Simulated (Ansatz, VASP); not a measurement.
**Ta2AlN2: VASP beside Ansatz**

```xyz
5
Lattice="3.7590 0.0000 0.0000 0.0000 3.7590 0.0000 0.0000 0.0000 6.1696" Properties=species:S:1:pos:R:3 pbc="T T T"
Ta    0.0000    1.8795    5.5863
Ta    1.8795    0.0000    0.5833
Al    0.0000    0.0000    3.0848
N     0.0000    0.0000    1.2126
N     0.0000    0.0000    4.9571
```

Alike in both runs: functional PBE; k mesh 4 × 4 × 4; occupations gaussian, width 0.1 eV; no spin polarisation.

Ansatz relaxed the structure, and its values are those at the end. VASP's run is a single point on that final structure, the one shown.

|  | VASP | Ansatz |
| --- | --- | --- |
| version | VASP 6.6.1 | Ansatz 0.2.0 |
| potentials or method | VASP PAW PBE potentials, release 64 (Ta_sv_GW, Al, N), cutoff 700 eV | scalar-relativistic, plane waves, PAW |
| valence electrons in the cell | 39 | 39 |

VASP gave:

```
gap on the k mesh at the Fermi level (eV) : none
pressure (GPa)                            : 0.0
rms of the force components (eV/Å)        : 0.013
```

**Question.** Estimate Ansatz's values.

**Answer.** gap on the k mesh at the Fermi level (eV): none; pressure (GPa): 0.0; rms of the force components (eV/Å): 0.005.

A gap of «none» marks a metal or a gap that the smearing closes.

The k mesh is coarse, so the values compare programs but aren't converged. Spin-orbit coupling is off throughout.
